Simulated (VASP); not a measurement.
Input of a VASP 6.6.1 run:

INCAR

```
ALGO = Normal ; EDIFF = 1E-6
ENCUT = 520 ; GGA = PE
ISIF = 2 ; ISMEAR = -1
IVDW = 12 ; LASPH = T
LCHARG = F ; LREAL = Auto
LWAVE = F ; NBANDS = 64
NELM = 80 ; PREC = Accurate
SIGMA = 0.05
```

The input KPOINTS:

```
k-points
0
Gamma
  1 1 1
```

The input POSCAR:

```
H6C2O
1.0
    7.5290720000      0.0000000000      0.0000000000
    0.0000000000      7.5290720000      0.0000000000
    0.0000000000      0.0000000000      7.5290720000
C O H
8 4 24
Direct
    0.3005151232      0.1765821870      0.1608697592
    0.2817345883      0.0674452310      0.3426982768
    0.7055185553      0.1797034216      0.7377004762
    0.7198895163      0.2268938323      0.5455785255
    0.1279573366      0.6879068230      0.7944272548
    0.3031714931      0.5921579711      0.7525363020
    0.9132201153      0.6139667678      0.2116595511
    0.7542629424      0.7286422550      0.2002902881
    0.4017892245     -0.0775527183      0.3437209792
    0.6071398972      0.3823445970      0.5111386901
    0.4083903036      0.7063553118      0.6403976479
    0.5910157321      0.6243797376      0.1988292847
    0.4040604207     -0.1378523143      0.4624474304
    0.3236122593      0.1705920730      0.4357509133
    0.1341466784      0.0304552805      0.3592208973
    0.2070905950      0.2801673301      0.1765423415
    0.4380088276      0.2319807806      0.1648277504
    0.2691832406      0.0889352632      0.0436441569
    0.6335973411      0.4385002561      0.3900613515
    0.8516188981      0.2669120444      0.5007257202
    0.6681699949      0.1217281492      0.4577722195
    0.7916646301      0.0736478546      0.7757264109
    0.7372621752      0.3029722654      0.8172321901
    0.5642262420      0.1426603438      0.7627367622
    0.5217243241      0.6497215062      0.6424164890
    0.3704573419      0.5566290241      0.8761637556
    0.2720521201      0.4519282058      0.6922499878
    0.0403104128      0.5905110218      0.8638249176
    0.1463526979      0.8090638528      0.8730690847
    0.0704867745      0.7184285128      0.6661113083
    0.5103152155      0.7253483563      0.2151128320
    0.7406623286      0.8461866217      0.2889864780
    0.7707191537      0.7985047825      0.0687999796
    1.0387203098      0.7042302159      0.2212756101
    0.9204188777      0.5361882580      0.3336400555
    0.9115333204      0.5142732066      0.1111557972
```

Potentials or basis: VASP PAW PBE potentials, release 64 (C, O, H).

The run is started by

```bash
$ cat potpaw_PBE.64/C/POTCAR potpaw_PBE.64/O/POTCAR potpaw_PBE.64/H/POTCAR > POTCAR
$ mpirun -np 1 vasp_gam > vasp.out
```

(1) Estimate the band gap on the k mesh.

(2) What does it give for the largest force?

## Answers

(1) 4.68 eV.

(2) 2.990 eV/Å.

Caveat: the k points lie up to 0.83 Å⁻¹ apart.
